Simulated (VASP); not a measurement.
Input of a VASP 6.6.1 run:

The input INCAR:

```
SYSTEM = PbSe
PREC = Accurate ; ENCUT = 600
EDIFF = 1E-7 ; ISMEAR = 0
SIGMA = 0.01 ; LREAL = .FALSE.
LASPH = .TRUE. ; NELM = 100
ALGO = Normal ; ISIF = 3
LWAVE = .FALSE. ; LCHARG = .FALSE.
GGA = PS ; IBRION = 2
NSW = 100 ; EDIFFG = -0.002
PSTRESS = 70.0
```

File KPOINTS:

```
Automatic mesh
0
G
  14 14 14
  0 0 0
```

File POSCAR:

```
PbSe
1.0
    0.0000000000      3.0514615378      3.0514615378
    3.0514615378      0.0000000000      3.0514615378
    3.0514615378      3.0514615378      0.0000000000
Pb Se
1 1
Direct
    0.0000000000      0.0000000000      0.0000000000
    0.5000000000      0.5000000000      0.5000000000
```

Potentials or basis: VASP PAW PBE potentials, release 64 (Pb_d, Se).

Run with:

```sh
$ cat potpaw_PBE.64/Pb_d/POTCAR potpaw_PBE.64/Se/POTCAR > POTCAR
$ mpirun -np 1 vasp_std > vasp.out
```

Problem. What does it give for the space group after relaxing (to 0.1 Å)?

Solution. Fm-3m (No. 225).

Problem. Predict the band gap on the k mesh.

Solution. 0.24 eV.

Step by step:
```csv
step,energy change (eV),largest force (eV/Å),pressure (GPa),volume (Å³)
1,0.0000,0.0000,0.04,56.83
2,0.3776,0.0000,14.89,47.27
3,0.1092,0.0000,6.92,51.31
4,0.1139,0.0000,7.08,51.21
5,0.1099,0.0000,6.93,51.30
6,0.1117,0.0000,7.00,51.26
```

Caveat: the cell is relaxed towards a set pressure, so the run minimises the enthalpy, not the energy; the PAW data sets were made with another functional, which shifts forces and pressure a little; spin-orbit coupling is left out, which moves the levels of the heavy elements. A k mesh can miss the band edges.
